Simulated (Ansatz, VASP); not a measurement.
# One calculation of Pt, two programs

INCAR

```
PREC     = Accurate       # precision mode
ENCUT    = 500            # plane-wave cutoff, eV
EDIFF    = 1E-6           # SCF threshold, eV
ISMEAR   = 1              # smearing method
SIGMA    = 0.01           # smearing width, eV
LREAL    = F              # projectors in reciprocal space
LASPH    = T              # aspherical terms in the spheres
NELM     = 200            # most SCF steps
ALGO     = Normal         # electronic algorithm
ISIF     = 2              # what is computed and relaxed
LWAVE    = F              # write WAVECAR
LCHARG   = F              # write CHGCAR
LNONCOLLINEAR= T              # non-collinear magnetism
MAGMOM   = -0.051 -0.199 -0.079 # initial moments
LORBIT   = 11             # projections on sites
LMAXMIX  = 4              # l up to which the mixer works
GGA      = LIBXC          # functional
LIBXC1   = GGA_X_PBE    
LIBXC2   = LDA_C_PW     
NBANDS   = 21             # bands
GGA_COMPAT= F
```

The input KPOINTS:

```
regular mesh
0
Gamma
  9 9 9
```

Contents of POSCAR:

```
Pt
1.0
    0.0000000000      1.9867042750      1.9867042750
    1.9867042750      0.0000000000      1.9867042750
    1.9867042750      1.9867042750      0.0000000000
Pt
1
Direct
    0.0000000000      0.0000000000      0.0000000000
```

Contents of input.yaml:

```yaml
crystal:
  lattice:
    - [0.0, 1.986704275, 1.986704275]
    - [1.986704275, 0.0, 1.986704275]
    - [1.986704275, 1.986704275, 0.0]
  atoms:
    - { symbol: Pt, position: [0.0, 0.0, 0.0], spin: 0.22, spin_axis: [-0.231715, -0.904144, -0.358932] }
kpoints:
  mp_grid: { grid: [9, 9, 9] }
scf:
  occupations: { method: cold, width: 0.01 }
hamiltonian:
  xc: { exchange: pbe, correlation: lda }
  pseudopotentials: { kind: all_electron, lapw: { basis_error: 0.002 } }
magnetization:
  noncollinear: true
output:
  forces: true
  stress: true
  eigenvalues: true
```

Change from the starting cell: volume scaled by 1.04.

Alike in both runs: task single point; functional pbe exchange, lda correlation; k mesh 9 × 9 × 9; non-collinear spin.

|  | VASP | Ansatz |
| --- | --- | --- |
| version | VASP 6.6.1 | Ansatz 0.2.0 |
| potentials or method | VASP PAW PBE potentials, release 64 (Pt), cutoff 500 eV | all-electron LAPW, scalar-relativistic |
| occupations | methfessel-paxton of order 1, width 0.01 eV | cold, width 0.01 eV |

VASP gave:

```
gap on the k mesh at the Fermi level (eV) : none
pressure (GPa)                            : 17.9
net moment per atom (μB)                  : 0.03
```

Question: What did Ansatz give for the same quantities?

Answer: gap on the k mesh at the Fermi level (eV): none; pressure (GPa): 18.3; net moment per atom (μB): 0.02.

VASP's potentials were made for PBE, not for pbe exchange, lda correlation. A gap of «none» marks a metal or a gap that the smearing closes. Ansatz ran all-electron here, and VASP with PAW potentials.

Spin-orbit coupling is off throughout. Noted on Ansatz's run: the program listed the state as in doubt; the k mesh is thin for a metal, which can move the energy by tens of meV per atom.
